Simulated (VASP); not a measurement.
# La3Si2O (Cmmm) in VASP: relaxation of cell and atoms with PBE

Aim: the relaxation of cell and atoms of La3Si2O with PBE.

Program: VASP 6.6.1. These are calculated values, not measurements. Logs are shortened: lines on timing, memory, paths and dates and some standing lists are left out, and cuts for length are marked.

## Step 1: The cell of the first run

It takes space group Cmmm (No. 65, orthorhombic). Conventional cell: a = 7.437 Å, b = 14.650 Å, c = 4.361 Å, α = 90.00°, β = 90.00°, γ = 90.00°. La (site symmetry 2/m) has 4 Si at 3.12 Å and 6 La at 3.72 to 4.36 Å within 4.4 Å. Within 2.9 Å of La (site symmetry mmm) lie 2 O at 2.18 Å. Within 3.3 Å of Si (site symmetry m2m) lie 1 O at 2.42 Å and 6 La at 3.12 to 3.26 Å. Within 2.9 Å of O (site symmetry mmm) lie 2 La at 2.18 Å and 2 Si at 2.42 Å.

The cell was generated, and may not be a known phase.

## Step 2: Relaxation of cell and atoms, PBE

Contents of INCAR:

```
ALGO = Fast
EDIFF = 1E-6
EDIFFG = -0.01
ENCUT = 600
GGA = PE
IBRION = 2
ISIF = 3
ISMEAR = 0
LASPH = T
LCHARG = F
LREAL = F
LWAVE = F
NELM = 80
NSW = 100
PREC = Accurate
SIGMA = 0.1
```

Contents of KPOINTS:

```
k-points
0
Gamma
  6 6 10
```

Contents of POSCAR:

```
La3Si2O
1.0
    3.7183845758     -7.3248638817      0.0000000000
    3.7183845758      7.3248638817      0.0000000000
    0.0000000000      0.0000000000      4.3608489817
La Si O
3 2 1
Direct
    0.0000000000      0.5000000000      0.0000000000
    0.5000000000      0.0000000000      0.0000000000
    0.5000000000      0.5000000000      0.0000000000
    0.6652028812      0.3347971188      0.5000000000
    0.3347971188      0.6652028812      0.5000000000
    0.5000000000      0.5000000000      0.5000000000
```

Potentials or basis: VASP PAW PBE potentials, release 64 (La, Si, O).

Command:

```
$ cat potpaw_PBE.64/La/POTCAR potpaw_PBE.64/Si/POTCAR potpaw_PBE.64/O/POTCAR > POTCAR
$ mpirun -np 1 vasp_std > vasp.out
```

OUTCAR:

```text
EDIFF = 1E-6
   EDIFFG = -0.01
   ENCUT = 600
   GGA = PE
   IBRION = 2
   ISIF = 3
   ISMEAR = 0
   LASPH = T
   LREAL = F
   NELM = 80
   NSW = 100
   PREC = Accurate

 ion  position               nearest neighbor table
   1  0.000  0.500  0.000-   4 3.12   5 3.12   4 3.12   5 3.12
   2  0.500  0.000  0.000-   4 3.12   5 3.12   4 3.12   5 3.12
   3  0.500  0.500  0.000-   6 2.18   6 2.18   4 3.26   4 3.26   5 3.26   5 3.26
   4  0.665  0.335  0.500-   6 2.42   2 3.12   1 3.12   1 3.12   2 3.12   3 3.26   3 3.26
   5  0.335  0.665  0.500-   6 2.42   2 3.12   1 3.12   1 3.12   2 3.12   3 3.26   3 3.26
   6  0.500  0.500  0.500-   3 2.18   3 2.18   5 2.42   4 2.42

  LATTYP: Found a base centered orthorhombic cell.
 ALAT       =     7.4367691516
 B/A-ratio  =     1.9699048693
 C/A-ratio  =     0.5863902580

  Lattice vectors:

 A1 = (   3.7183845758,  -7.3248638817,   0.0000000000)
 A2 = (   3.7183845758,   7.3248638817,   0.0000000000)
 A3 = (   0.0000000000,   0.0000000000,   4.3608489817)

Analysis of symmetry for initial positions (statically):
=====================================================================
 Subroutine PRICEL returns:
 Original cell was already a primitive cell.

 Routine SETGRP: Setting up the symmetry group for a
 base centered orthorhombic supercell.

 Subroutine GETGRP returns: Found  8 space group operations
 (whereof  8 operations were pure point group operations)
 out of a pool of  8 trial point group operations.

The static configuration has the point symmetry D_2h.

Analysis of symmetry for dynamics (positions and initial velocities):
=====================================================================
 Subroutine PRICEL returns:
 Original cell was already a primitive cell.

 Routine SETGRP: Setting up the symmetry group for a
 base centered orthorhombic supercell.

 Subroutine GETGRP returns: Found  8 space group operations
 (whereof  8 operations were pure point group operations)
 out of a pool of  8 trial point group operations.

The dynamic configuration has the point symmetry D_2h.

 Subroutine INISYM returns: Found  8 space group operations
 (whereof  8 operations are pure point group operations),
 and found     1 'primitive' translations

----------------------------------------------------------------------------------------

                                     Primitive cell

  volume of cell :     237.5499

  direct lattice vectors                    reciprocal lattice vectors
     3.718384576 -7.324863882  0.000000000     0.134466995 -0.068260654  0.000000000
     3.718384576  7.324863882  0.000000000     0.134466995  0.068260654  0.000000000
     0.000000000  0.000000000  4.360848982     0.000000000  0.000000000  0.229313146

  length of vectors
     8.214622008  8.214622008  4.360848982     0.150800828  0.150800828  0.229313146

  position of ions in fractional coordinates (direct lattice)
     1.000000000  0.500000000  0.000000000
     0.500000000  1.000000000  0.000000000
     0.500000000  0.500000000  0.000000000
     0.665202881  0.334797119  0.500000000
     0.334797119  0.665202881  0.500000000
     0.500000000  0.500000000  0.500000000

  ion indices of the primitive-cell ions
   primitive index   ion index
                 1           1
                 2           2
                 3           3
                 4           4
                 5           5
                 6           6

----------------------------------------------------------------------------------------

 KPOINTS: k-points

Automatic generation of k-mesh.
 Grid dimensions read from file:
 generate k-points for:    6    6   10

 Generating k-lattice:

  Cartesian coordinates                     Fractional coordinates (reciprocal lattice)
     0.022411166 -0.011376776  0.000000000     0.166666667  0.000000000  0.000000000
     0.022411166  0.011376776  0.000000000     0.000000000  0.166666667  0.000000000
     0.000000000  0.000000000  0.022931315     0.000000000  0.000000000  0.100000000

  Length of vectors
     0.025133471  0.025133471  0.022931315

  Shift w.r.t. Gamma in fractional coordinates (k-lattice)
     0.000000000  0.000000000  0.000000000

 Subroutine IBZKPT returns following result:
 ===========================================

 Found     78 irreducible k-points:

 Following reciprocal coordinates:
            Coordinates               Weight
  0.000000  0.000000  0.000000      1.000000
  0.166667  0.000000  0.000000      4.000000
  0.333333 -0.000000  0.000000      4.000000
  0.500000  0.000000  0.000000      2.000000
  0.166667  0.166667  0.000000      2.000000
  0.333333  0.166667  0.000000      4.000000
[... 16 lines left out ...]
  0.333333  0.333333  0.100000      4.000000
  0.500000  0.333333  0.100000      8.000000
 [... further k-points ...]
   k-points           NKPTS =     78   k-points in BZ     NKDIM =     78   number of bands    NBANDS=     28
   number of dos      NEDOS =    301   number of ions     NIONS =      6
   total plane-waves  NPLWV = 176400
   dimension x,y,z NGX =    70 NGY =   70 NGZ =   36
   dimension x,y,z NGXF=   140 NGYF=  140 NGZF=   72
   ions per type =               3   2   1
   NGX,Y,Z   is equivalent  to a cutoff of  14.17, 14.17, 13.72 a.u.
   NGXF,Y,Z  is equivalent  to a cutoff of  28.33, 28.33, 27.45 a.u.
 SYSTEM =  unknown system
   PREC   = accura    normal or accurate (medium, high low for compatibility)
   ISTART =      0    job   : 0-new  1-cont  2-samecut
   ICHARG =      2    charge: 1-file 2-atom 10-const
   ISPIN  =      1    spin polarized calculation?
   LNONCOLLINEAR =      F non collinear calculations
   LSORBIT =      F    spin-orbit coupling
   LASPH  =      T    aspherical Exc in radial PAW
   ENCUT  =  600.0 eV  44.10 Ry    6.64 a.u.  16.41 16.41  8.71*2*pi/ulx,y,z
   NELM   =     80;   NELMIN=  2; NELMDL= -5     # of ELM steps
   EDIFF  = 0.1E-05   stopping-criterion for ELM
   LREAL  =      F    real-space projection
   EDIFFG = -.1E-01   stopping-criterion for IOM
   NSW    =    100    number of steps for IOM
   IBRION =      2    ionic relax: 0-MD 1-quasi-New 2-CG
   NFREE  =      1    steps in history (QN), initial steepest desc. (CG)
   ISIF   =      3    stress and relaxation
   ISYM   =      2    0-nonsym 1-usesym 2-fastsym
   POTIM  = 0.5000    time-step for ionic-motion
   TEBEG  =    0.0;   TEEND  =   0.0 temperature during run
   PSTRESS=    0.0 pullay stress
   NELECT =      47.0000    total number of electrons
   NUPDOWN=      -1.0000    fix difference up-down
   EMIN   =  10.00;   EMAX   =-10.00  energy-range for DOS
   EFERMI =   0.00;   METHOD = LEGACY
   ISMEAR =     0;   SIGMA  =   0.10  broadening in eV -4-tet -1-fermi 0-gaus
   EFERMI_NEDOS =   21; number of points for ismear=-14 and -15
   IALGO  =     68    algorithm
   IMIX   =      4    mixing-type and parameters
     AMIX     =   0.40;   BMIX     =  1.00
     AMIX_MAG =   1.60;   BMIX_MAG =  1.00
  volume/ion in A,a.u.               =      39.59       267.18
  Fermi-wavevector in a.u.,A,eV,Ry     =   0.953943  1.802691 12.381403  0.910007
  Thomas-Fermi vector in A             =   2.082644
   LORBIT       =      0    0 simple, 1 ext, 2 COOP (PROOUT), +10 PAW based schemes
   GGA     = PE    functional components
   LHFCALC =     F    Hartree Fock is set to
   AEXX    =    0.0000 exact exchange contribution
   IVDW    =     0    specifies the selected vdW correction
   LEPSILON=     F    determine dielectric tensor
   LRPA    =     F    only Hartree local field effects (RPA)
 conjugate gradient relaxation of ions
 non-spin polarized calculation
 RMM-DIIS sequential band-by-band and
 Gauss-broadening in eV      SIGMA  =   0.10
  energy-cutoff  :      600.00
  volume of cell :      237.55
 maximum number of plane-waves:      7955
 NGX is ok and might be reduce to    70
   NGX = 33   NGY = 33   NGZ = 17

--------------------------------------- Ionic step        1  -------------------------------------------

 number of electron      47.0000000 magnetization

 Free energy of the ion-electron system (eV)
  ---------------------------------------------------
  ext. energy  EPLUGINS =         0.00000000
  ---------------------------------------------------
  free energy    TOTEN  =       -33.68030311 eV

  energy without entropy =      -33.65860545  energy(sigma->0) =      -33.66945428

------------------------ aborting loop EDIFF was not reached (unconverged)  ----------------------------

  FORCE on cell =-STRESS in cart. coord.  units (eV):
  Direction    XX          YY          ZZ          XY          YZ          ZX
  --------------------------------------------------------------------------------------
  -------------------------------------------------------------------------------------
  Total       -0.2333992     -0.2232275     -0.1752649      0.0000000      0.0000000      0.0000000
  in kB       -1.5741823     -1.5055785     -1.1820901      0.0000000      0.0000000      0.0000000
  external PRESSURE =      -1.4206170 kB  Pullay stress =       0.0000000 kB

 VOLUME and BASIS-vectors are now :
 -----------------------------------------------------------------------------
  energy-cutoff  :      600.00
  volume of cell :      237.55
      direct lattice vectors                 reciprocal lattice vectors
     3.718384576 -7.324863882  0.000000000     0.134466995 -0.068260654  0.000000000
     3.718384576  7.324863882  0.000000000     0.134466995  0.068260654  0.000000000
     0.000000000  0.000000000  4.360848982     0.000000000  0.000000000  0.229313146
[... 136 lines left out ...]
  energy  without entropy=      -33.6615988646  energy(sigma->0) =      -33.67251180

--------------------------------------- Ionic step        5  -------------------------------------------

 number of electron      47.0000000 magnetization

 Free energy of the ion-electron system (eV)
  ---------------------------------------------------
  ext. energy  EPLUGINS =         0.00000000
  ---------------------------------------------------
  free energy    TOTEN  =       -33.68345957 eV

  energy without entropy =      -33.66163846  energy(sigma->0) =      -33.67254901

 E-fermi :   3.7866     XC(G=0):  -7.5421

 val. band max:        3.7837044066   @ k =   0.3333   0.3333   0.2000
 cond. band min:       3.7885375693   @ k =   0.1667   0.0000   0.5000
 fundamental gap:      0.0048331628
 Fermi energy:         3.7866416179

 k-point     1 :       0.0000    0.0000    0.0000
  band No.  band energies     occupation
      1     -29.1590      2.00000
      2     -29.0864      2.00000
      3     -28.6200      2.00000
      4     -14.7326      2.00000
      5     -13.3131      2.00000
      6     -13.0611      2.00000
[... 733 lines left out ...]
     27       4.5331      0.00000
     28       5.0084      0.00000

 [... further k-points ...]

------------------------ aborting loop because EDIFF is reached ----------------------------------------

  FORCE on cell =-STRESS in cart. coord.  units (eV):
  Direction    XX          YY          ZZ          XY          YZ          ZX
  --------------------------------------------------------------------------------------
  -------------------------------------------------------------------------------------
  Total        0.0472239      0.0086689     -0.0099471     -0.0000000      0.0000000      0.0000000
  in kB        0.3190800      0.0585732     -0.0672100     -0.0000000      0.0000000      0.0000000
  external PRESSURE =       0.1034811 kB  Pullay stress =       0.0000000 kB
[... 21 lines left out ...]
  FREE ENERGIE OF THE ION-ELECTRON SYSTEM (eV)
  ---------------------------------------------------
  free  energy   TOTEN  =       -33.6834595694 eV

  energy  without entropy=      -33.6616384599  energy(sigma->0) =      -33.67254901

 reached required accuracy - stopping structural energy minimisation
```

Wall time 2.4 h (1 thread of Oxide Virtual Turin-like, shared host); peak memory 0.88 GiB.

What came out:

```yaml
Free_energy: -33.6835 eV
Relaxed_volume: 39.52 Å³/atom
Relaxed_cell: a = 8.209 Å, b = 8.209 Å, c = 4.359 Å, α = 90.00°, β = 90.00°, γ = 126.17°
Space_group_after_relaxing_to_0.1_Å: Cmmm (No. 65)
Energy_gained_by_relaxing: 0.5 meV/atom
Ionic_steps: 5
Pressure_after_relaxing: 0.0 GPa
Band_gap_on_the_k_mesh: zero (an odd number of electrons rules out a gap without spin polarisation)
```

Forces in eV/Å, atoms in the order of the input:
```
La   0.000  0.000  0.000
La   0.000  0.000  0.000
La   0.000  0.000  0.000
Si   0.000 -0.003  0.000
Si   0.000  0.003  0.000
O    0.000  0.000  0.000
```

Step by step:
```
step  energy change (eV)  largest force (eV/Å)  pressure (GPa)  volume (Å³)
   1              0.0000                0.0036           -0.14       237.55
   2             -0.0028                0.0022            0.14       236.35
   3             -0.0029                0.0022            0.13       236.41
   4             -0.0031                0.0013            0.04       236.93
   5             -0.0032                0.0026            0.01       237.12
```

Final structure:
```yaml
crystal:
  lattice:
    - [3.71591, -7.32021, 0.00000]
    - [3.71591, 7.32021, 0.00000]
    - [0.00000, 0.00000, 4.35867]
  atoms:
    - { symbol: La, position: [0.00000, 0.50000, 0.00000] }
    - { symbol: La, position: [0.50000, 0.00000, 0.00000] }
    - { symbol: La, position: [0.50000, 0.50000, 0.00000] }
    - { symbol: Si, position: [0.66521, 0.33479, 0.50000] }
    - { symbol: Si, position: [0.33479, 0.66521, 0.50000] }
    - { symbol: O, position: [0.50000, 0.50000, 0.50000] }
```

Caveat: spin-orbit coupling is left out, which moves the levels of the heavy elements; an odd number of electrons without spin polarisation forces a metal; a magnetic or distorted state may lie lower.
